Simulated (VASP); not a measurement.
# Be: single point with r2SCAN

Be:

```xyz
1
Lattice="0.0000 1.5684 1.5684 1.5684 0.0000 1.5684 1.5684 1.5684 0.0000" Properties=species:S:1:pos:R:3 pbc="T T T"
Be    0.0000    0.0000    0.0000
```

This isn't the form of Be at room conditions, which is hcp.

| Quantity | Value |
| --- | --- |
| Program | VASP 6.6.1 |
| Task | single point |
| Functional | r2SCAN |
| Potentials or basis | VASP PAW PBE potentials, release 64 (Be) |
| Cutoff | 520 eV |
| k mesh | 18 × 18 × 18 |
| Occupations | fermi-dirac, width 0.1 eV |
| Spin | no spin polarisation |

The pressure is 3.1 GPa and the band gap on the k mesh is zero (bands 1 and 2 overlap by 0.58 eV).

Levels at points of the mesh, in eV from the Fermi level:
| k point | band 1 | band 2 | band 3 | band 4 |
| --- | --- | --- | --- | --- |
| (0.00, 0.00, 0.00) | -12.93 | 21.40 | 21.40 | 21.40 |
| (0.50, 0.00, 0.00) | -5.77 | -0.05 | 18.18 | 18.18 |
| (0.50, 0.50, 0.00) | -2.86 | 3.93 | 10.47 | 10.47 |

Wall time 48 s on 1 thread of AMD EPYC 7R13, on a shared host, peak memory 0.09 GiB.

Caveat: the cell stands under pressure; the PAW data sets were made with another functional, which shifts forces and pressure a little.
